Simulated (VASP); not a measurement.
## CdTe: single point with LDA

The system is CdTe, a slab with vacuum.

```
CELL_PARAMETERS angstrom
4.53070 0.00000 0.00000
0.00000 6.40738 0.00000
0.00000 0.00000 15.90580
ATOMIC_POSITIONS crystal
Cd 0.25000 0.08330 0.38992
Cd 0.75000 0.67183 0.50000
Cd 0.25000 0.08331 0.61008
Te 0.75000 0.87471 0.34579
Te 0.25000 0.41213 0.50000
Te 0.75000 0.87472 0.65421
```

- Program: VASP 6.6.1
- Task: single point
- Functional: LDA
- Potentials or basis: VASP PAW LDA potentials, release 64 (Cd, Te)
- Cutoff: 520 eV
- k mesh: 7 × 5 × 1
- Occupations: fermi-dirac, width 0.02 eV
- Spin: no spin polarisation
- Dipole correction: yes
- Further INCAR settings: ALGO = Normal; EDIFF = 1e-06; NBANDS = 36

* Largest force: 0.064 eV/Å
* Band gap on the k mesh: 1.47 eV

Forces in eV/Å, atoms in the order of the input:
```
Cd   0.000  0.015 -0.008
Cd   0.000 -0.015  0.000
Cd   0.000  0.015  0.008
Te   0.000 -0.023 -0.060
Te   0.000  0.031  0.000
Te   0.000 -0.023  0.060
```

Levels at points of the mesh, in eV from the valence-band top:
```tsv
k point	band 25	band 26	band 27	band 28	band 29	band 30
(0.00, 0.00, 0.00)	-0.66	-0.62	0.00	1.47	2.44	2.64
```

Run time: 2.2 min on 1 thread of Intel(R) Xeon(R) 6975P-C (Granite Rapids) (shared host), peak memory 0.45 GiB.

Caveat: spin-orbit coupling is left out, which moves the levels of the heavy elements.
